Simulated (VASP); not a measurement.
# MoS2 (P-3m1) in VASP: a series of runs

MoS2 is run at these levels: PBEsol; tasks: single point.

Program: VASP 6.6.1. These are calculated values, not measurements. Logs are shortened: lines on timing, memory, paths and dates and some standing lists are left out, and cuts for length are marked.

## 1. The cell of the first run

The structure is trigonal, space group P-3m1 (No. 164). The conventional cell has a = 3.139 Å, b = 3.139 Å, c = 6.139 Å, α = 90.00°, β = 90.00°, γ = 120.00°. Mo (site symmetry -3m) has 6 S at 2.35 Å and 6 Mo at 3.14 Å within 3.2 Å. Within 3.2 Å of S (site symmetry 3m) lie 3 Mo at 2.35 Å and 6 S at 3.14 Å.

## 2. Single point, PBEsol

The input, INCAR:

```
PREC = Accurate
ENCUT = 520
EDIFF = 1E-6
ISMEAR = 0
SIGMA = 0.05
LREAL = False
LASPH = True
NELM = 60
ALGO = Normal
ISIF = 2
LWAVE = False
LCHARG = False
GGA = PS
NBANDS = 20
```

The input, KPOINTS:

```
Automatic mesh
0
Gamma
  10 10 5
```

The input, POSCAR:

```
MoS2
1.0
    3.1389963960      0.0000000000      0.0000000000
   -1.5694977117      2.7184499601      0.0000000000
    0.0000000000      0.0000000000      6.1394407056
Mo S
1 2
Direct
    0.0000000000      0.0000000000      0.5000000000
    0.3333333333      0.6666666667      0.2553190000
    0.6666666667      0.3333333333      0.7446810000
```

Potentials or basis: VASP PAW PBE potentials, release 64 (Mo_sv, S).

Command:

```
> cat potpaw_PBE.64/Mo_sv/POTCAR potpaw_PBE.64/S/POTCAR > POTCAR
> mpirun -np 1 vasp_std > vasp.out
```

OUTCAR:

```text
PREC = Accurate
   ENCUT = 520
   EDIFF = 1E-6
   ISMEAR = 0
   LREAL = False
   LASPH = True
   NELM = 60
   ISIF = 2
   GGA = PS

 ion  position               nearest neighbor table
   1  0.000  0.000  0.500-   2 2.35   3 2.35   3 2.35   2 2.35   3 2.35   2 2.35
   2  0.333  0.667  0.255-   1 2.35   1 2.35   1 2.35
   3  0.667  0.333  0.745-   1 2.35   1 2.35   1 2.35

  LATTYP: Found a hexagonal cell.
 ALAT       =     3.1389963960
 C/A-ratio  =     1.9558610241

  Lattice vectors:

 A1 = (   3.1389963960,   0.0000000000,   0.0000000000)
 A2 = (  -1.5694977117,   2.7184499601,   0.0000000000)
 A3 = (   0.0000000000,   0.0000000000,   6.1394407056)

Analysis of symmetry for initial positions (statically):
=====================================================================
 Subroutine PRICEL returns:
 Original cell was already a primitive cell.

 Routine SETGRP: Setting up the symmetry group for a
 hexagonal supercell.

 Subroutine GETGRP returns: Found 12 space group operations
 (whereof 12 operations were pure point group operations)
 out of a pool of 24 trial point group operations.

The static configuration has the point symmetry D_3d.

Analysis of symmetry for dynamics (positions and initial velocities):
=====================================================================
 Subroutine PRICEL returns:
 Original cell was already a primitive cell.

 Routine SETGRP: Setting up the symmetry group for a
 hexagonal supercell.

 Subroutine GETGRP returns: Found 12 space group operations
 (whereof 12 operations were pure point group operations)
 out of a pool of 24 trial point group operations.

The dynamic configuration has the point symmetry D_3d.

 Subroutine INISYM returns: Found 12 space group operations
 (whereof 12 operations are pure point group operations),
 and found     1 'primitive' translations

----------------------------------------------------------------------------------------

                                     Primitive cell

  volume of cell :      52.3891

  direct lattice vectors                    reciprocal lattice vectors
     3.138996396  0.000000000  0.000000000     0.318573160  0.183928287  0.000000000
    -1.569497712  2.718449960  0.000000000     0.000000000  0.367856688  0.000000000
     0.000000000  0.000000000  6.139440706     0.000000000  0.000000000  0.162881286

  length of vectors
     3.138996396  3.138995580  6.139440706     0.367856593  0.367856688  0.162881286

  position of ions in fractional coordinates (direct lattice)
     0.000000000  0.000000000  0.500000000
     0.333333333  0.666666667  0.255319000
     0.666666667  0.333333333  0.744681000

  ion indices of the primitive-cell ions
   primitive index   ion index
                 1           1
                 2           2
                 3           3

----------------------------------------------------------------------------------------

 KPOINTS: Automatic mesh

Automatic generation of k-mesh.
 Grid dimensions read from file:
 generate k-points for:   10   10    5

 Generating k-lattice:

  Cartesian coordinates                     Fractional coordinates (reciprocal lattice)
     0.031857316  0.018392829  0.000000000     0.100000000  0.000000000  0.000000000
     0.000000000  0.036785669  0.000000000     0.000000000  0.100000000  0.000000000
     0.000000000  0.000000000  0.032576257     0.000000000  0.000000000  0.200000000

  Length of vectors
     0.036785659  0.036785669  0.032576257

  Shift w.r.t. Gamma in fractional coordinates (k-lattice)
     0.000000000  0.000000000  0.000000000

 Subroutine IBZKPT returns following result:
 ===========================================

 Found     58 irreducible k-points:

 Following reciprocal coordinates:
            Coordinates               Weight
  0.000000  0.000000  0.000000      1.000000
  0.100000  0.000000  0.000000      6.000000
  0.200000  0.000000  0.000000      6.000000
  0.300000  0.000000  0.000000      6.000000
  0.400000  0.000000  0.000000      6.000000
  0.500000  0.000000  0.000000      3.000000
[... 16 lines left out ...]
  0.000000  0.400000  0.200000      6.000000
  0.500000  0.000000  0.200000      6.000000
 [... further k-points ...]
   k-points           NKPTS =     58   k-points in BZ     NKDIM =     58   number of bands    NBANDS=     20
   number of dos      NEDOS =    301   number of ions     NIONS =      3
   total plane-waves  NPLWV =  27648
   dimension x,y,z NGX =    24 NGY =   24 NGZ =   48
   dimension x,y,z NGXF=    48 NGYF=   48 NGZF=   96
   ions per type =               1   2
   NGX,Y,Z   is equivalent  to a cutoff of  12.71, 12.71, 13.00 a.u.
   NGXF,Y,Z  is equivalent  to a cutoff of  25.42, 25.42, 26.00 a.u.
 SYSTEM =  unknown system
   PREC   = accura    normal or accurate (medium, high low for compatibility)
   ISTART =      0    job   : 0-new  1-cont  2-samecut
   ICHARG =      2    charge: 1-file 2-atom 10-const
   ISPIN  =      1    spin polarized calculation?
   LNONCOLLINEAR =      F non collinear calculations
   LSORBIT =      F    spin-orbit coupling
   LASPH  =      T    aspherical Exc in radial PAW
   ENCUT  =  520.0 eV  38.22 Ry    6.18 a.u.   5.84  5.84 11.42*2*pi/ulx,y,z
   NELM   =     60;   NELMIN=  2; NELMDL= -5     # of ELM steps
   EDIFF  = 0.1E-05   stopping-criterion for ELM
   LREAL  =      F    real-space projection
   EDIFFG = 0.1E-04   stopping-criterion for IOM
   NSW    =      0    number of steps for IOM
   IBRION =     -1    ionic relax: 0-MD 1-quasi-New 2-CG
   NFREE  =      0    steps in history (QN), initial steepest desc. (CG)
   ISIF   =      2    stress and relaxation
   ISYM   =      2    0-nonsym 1-usesym 2-fastsym
   POTIM  = 0.5000    time-step for ionic-motion
   TEBEG  =    0.0;   TEEND  =   0.0 temperature during run
   PSTRESS=    0.0 pullay stress
   NELECT =      26.0000    total number of electrons
   NUPDOWN=      -1.0000    fix difference up-down
   EMIN   =  10.00;   EMAX   =-10.00  energy-range for DOS
   EFERMI =   0.00;   METHOD = LEGACY
   ISMEAR =     0;   SIGMA  =   0.05  broadening in eV -4-tet -1-fermi 0-gaus
   EFERMI_NEDOS =   21; number of points for ismear=-14 and -15
   IALGO  =     38    algorithm
   IMIX   =      4    mixing-type and parameters
     AMIX     =   0.40;   BMIX     =  1.00
     AMIX_MAG =   1.60;   BMIX_MAG =  1.00
  volume/ion in A,a.u.               =      17.46       117.85
  Fermi-wavevector in a.u.,A,eV,Ry     =   1.296141  2.449352 22.857540  1.679982
  Thomas-Fermi vector in A             =   2.427616
   LORBIT       =      0    0 simple, 1 ext, 2 COOP (PROOUT), +10 PAW based schemes
   GGA     = PS    functional components
   LHFCALC =     F    Hartree Fock is set to
   AEXX    =    0.0000 exact exchange contribution
   IVDW    =     0    specifies the selected vdW correction
   LEPSILON=     F    determine dielectric tensor
   LRPA    =     F    only Hartree local field effects (RPA)
 non-spin polarized calculation
 Gauss-broadening in eV      SIGMA  =   0.05
  energy-cutoff  :      520.00
  volume of cell :       52.39
 maximum number of plane-waves:      1422
   NGX = 11   NGY = 11   NGZ = 23

 number of electron      26.0000000 magnetization

 Free energy of the ion-electron system (eV)
  ---------------------------------------------------
  ext. energy  EPLUGINS =         0.00000000
  ---------------------------------------------------
  free energy    TOTEN  =       -22.49835788 eV

  energy without entropy =      -22.49779139  energy(sigma->0) =      -22.49807464

 E-fermi :   8.0256     XC(G=0): -11.0335

 val. band max:        7.9328748875   @ k =   0.2000   0.2000   0.4000
 cond. band min:       8.0686107129   @ k =   0.3000   0.3000   0.4000
 fundamental gap:      0.1357358254
 Fermi energy:         8.0256273153

 k-point     1 :       0.0000    0.0000    0.0000
  band No.  band energies     occupation
      1     -53.7408      2.00000
      2     -27.8921      2.00000
      3     -27.7665      2.00000
      4     -27.7665      2.00000
      5      -7.4705      2.00000
      6      -5.7410      2.00000
[... 12 lines left out ...]
     19      14.7462      0.00000
     20      17.4925      0.00000

 k-point     2 :       0.1000    0.0000    0.0000
  band No.  band energies     occupation
      1     -53.7363      2.00000
      2     -27.8831      2.00000
      3     -27.8111      2.00000
      4     -27.7765      2.00000
      5      -7.2974      2.00000
      6      -5.7135      2.00000
[... 12 lines left out ...]
     19      15.2456      0.00000
     20      17.0590      0.00000

 k-point     3 :       0.2000    0.0000    0.0000
  band No.  band energies     occupation
      1     -53.7245      2.00000
      2     -27.9268      2.00000
      3     -27.8591      2.00000
      4     -27.8027      2.00000
      5      -6.8157      2.00000
      6      -5.6368      2.00000
[... 12 lines left out ...]
     19      16.0895      0.00000
     20      16.8614      0.00000

 k-point     4 :       0.3000    0.0000    0.0000
  band No.  band energies     occupation
      1     -53.7098      2.00000
      2     -28.0668      2.00000
      3     -27.8348      2.00000
      4     -27.8295      2.00000
      5      -6.1704      2.00000
      6      -5.4933      2.00000
[... 12 lines left out ...]
     19      15.3149      0.00000
     20      16.0911      0.00000

 k-point     5 :       0.4000    0.0000    0.0000
  band No.  band energies     occupation
      1     -53.6978      2.00000
      2     -28.1779      2.00000
      3     -27.8607      2.00000
      4     -27.8054      2.00000
      5      -5.7715      2.00000
      6      -5.1053      2.00000
[... 12 lines left out ...]
     19      14.9270      0.00000
     20      15.9045      0.00000

 k-point     6 :       0.5000    0.0000    0.0000
  band No.  band energies     occupation
      1     -53.6933      2.00000
      2     -28.2198      2.00000
      3     -27.8705      2.00000
      4     -27.7962      2.00000
      5      -5.7007      2.00000
      6      -4.8074      2.00000
[... 12 lines left out ...]
     19      15.3035      0.00000
     20      16.4124      0.00000

 k-point     7 :       0.1000    0.1000    0.0000
  band No.  band energies     occupation
      1     -53.7281      2.00000
      2     -27.8879      2.00000
      3     -27.8668      2.00000
      4     -27.7978      2.00000
      5      -6.9687      2.00000
      6      -5.6622      2.00000
[... 12 lines left out ...]
     19      15.8813      0.00000
     20      16.9702      0.00000
[... 277 lines left out ...]
 k-point    20 :       0.3000    0.0000    0.2000
  band No.  band energies     occupation
      1     -53.7098      2.00000
      2     -28.0668      2.00000
      3     -27.8348      2.00000
      4     -27.8295      2.00000
      5      -6.1813      2.00000
      6      -5.4703      2.00000
[... 12 lines left out ...]
     19      14.7166      0.00000
     20      17.3085      0.00000

 k-point    21 :       0.0000    0.3000    0.2000
  band No.  band energies     occupation
      1     -53.7098      2.00000
      2     -28.0668      2.00000
      3     -27.8348      2.00000
      4     -27.8295      2.00000
      5      -6.0727      2.00000
      6      -5.6153      2.00000
[... 12 lines left out ...]
     19      15.7460      0.00000
     20      15.9640      0.00000

 k-point    22 :       0.4000    0.0000    0.2000
  band No.  band energies     occupation
      1     -53.6978      2.00000
      2     -28.1779      2.00000
      3     -27.8607      2.00000
      4     -27.8055      2.00000
      5      -5.8348      2.00000
      6      -5.0108      2.00000
[... 12 lines left out ...]
     19      14.3251      0.00000
     20      16.9336      0.00000

 k-point    23 :       0.0000    0.4000    0.2000
  band No.  band energies     occupation
      1     -53.6978      2.00000
      2     -28.1779      2.00000
      3     -27.8607      2.00000
      4     -27.8055      2.00000
      5      -5.7348      2.00000
      6      -5.1548      2.00000
[... 12 lines left out ...]
     19      14.6370      0.00000
     20      15.7573      0.00000

 k-point    24 :       0.5000    0.0000    0.2000
  band No.  band energies     occupation
      1     -53.6933      2.00000
      2     -28.2198      2.00000
      3     -27.8705      2.00000
      4     -27.7962      2.00000
      5      -5.7263      2.00000
      6      -4.7684      2.00000
[... 12 lines left out ...]
     19      14.6442      0.00000
     20      15.7498      0.00000

 [... further k-points ...]

------------------------ aborting loop because EDIFF is reached ----------------------------------------

  FORCE on cell =-STRESS in cart. coord.  units (eV):
  Direction    XX          YY          ZZ          XY          YZ          ZX
  --------------------------------------------------------------------------------------
  -------------------------------------------------------------------------------------
  Total        2.4260268      2.4260256      4.3443937      0.0000004      0.0000000      0.0000000
  in kB       74.1933874     74.1933513    132.8613903      0.0000133      0.0000000      0.0000000
  external PRESSURE =      93.7493763 kB  Pullay stress =       0.0000000 kB

 VOLUME and BASIS-vectors are now :
 -----------------------------------------------------------------------------
  energy-cutoff  :      520.00
  volume of cell :       52.39
      direct lattice vectors                 reciprocal lattice vectors
     3.138996396  0.000000000  0.000000000     0.318573160  0.183928287  0.000000000
    -1.569497712  2.718449960  0.000000000     0.000000000  0.367856688  0.000000000
     0.000000000  0.000000000  6.139440706     0.000000000  0.000000000  0.162881286

 POSITION                                       TOTAL-FORCE (eV/Angst)
 -----------------------------------------------------------------------------------
      0.00000      0.00000      3.06972         0.000000      0.000000      0.000000
      0.00000      1.81230      1.56752        -0.000000      0.000000     -1.497533
      1.56950      0.90615      4.57192         0.000000     -0.000000      1.497533
 -----------------------------------------------------------------------------------
    total drift:                                0.000000      0.000000      0.000000

  FREE ENERGIE OF THE ION-ELECTRON SYSTEM (eV)
  ---------------------------------------------------
  free  energy   TOTEN  =       -22.4983578815 eV

  energy  without entropy=      -22.4977913920  energy(sigma->0) =      -22.49807464
```

Run time: 70 s. Hardware: 1 thread of Intel Xeon 8259CL, shared host; peak memory 0.2 GiB.

What came out:

- Free energy: -22.4984 eV
- Pressure: 9.4 GPa
- Largest force: 1.498 eV/Å
- Band gap on the k mesh: zero (bands 13 and 14 overlap by 0.75 eV)

Forces in eV/Å, atoms in the order of the input:
```
Mo   0.000  0.000  0.000
S    0.000  0.000 -1.498
S    0.000  0.000  1.498
```

Levels at points of the mesh, in eV from the Fermi level:
```csv
k point,band 11,band 12,band 13,band 14,band 15,band 16
"(0.00, 0.00, 0.00)",-1.42,-1.22,-1.22,-0.34,-0.34,3.45
"(0.50, 0.00, 0.00)",-3.50,-1.99,-1.94,0.99,1.81,3.91
```

Caveat: the stress differs along the axes, from 7 to 13 GPa; the PAW data sets were made with another functional, which shifts forces and pressure a little; this functional lacks dispersion, which binds layers or chains, so the pressure and a relaxed spacing across them are unreliable.

(Part 1 of 2 ends here.)

The gap in the log of VASP goes by the Fermi energy; the results here count the filled bands.